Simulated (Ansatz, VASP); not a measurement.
# Si2I: VASP beside Ansatz

```xyz
6
Lattice="-2.5601 2.5601 5.4421 2.5601 -2.5601 5.4421 2.5601 2.5601 -5.4421" Properties=species:S:1:pos:R:3 pbc="T T T"
Si    1.2801    3.8401    0.0000
Si    1.2800    1.2801    0.0000
Si    1.2800   -1.2801    5.4421
Si    1.2801    1.2800    5.4421
I     0.0000    0.0000    2.7211
I     0.0000    0.0000    8.1632
```

Alike in both runs: functional PBE; k mesh 10 × 10 × 10; occupations gaussian, width 0.1 eV; no spin polarisation.

Ansatz relaxed the structure, and its values are those at the end. VASP's run is a single point on that final structure, the one shown.

```csv
,VASP,Ansatz
version,VASP 6.6.1,Ansatz 0.2.0
potentials or method,"VASP PAW PBE potentials, release 64 (Si, I), cutoff 520 eV","scalar-relativistic, plane waves, PAW"
valence electrons in the cell,30,50
```

```csv
,VASP,Ansatz,Ansatz less VASP
gap on the k mesh at the Fermi level (eV),none,none,-
pressure (GPa),0.0,0.0,+0.02
```

A gap of «none» marks a metal or a gap that the smearing closes. VASP's potentials hold 30 valence electrons a cell and Ansatz's 50, so a difference there can come from the potentials and not from the codes.

Spin-orbit coupling is off throughout.
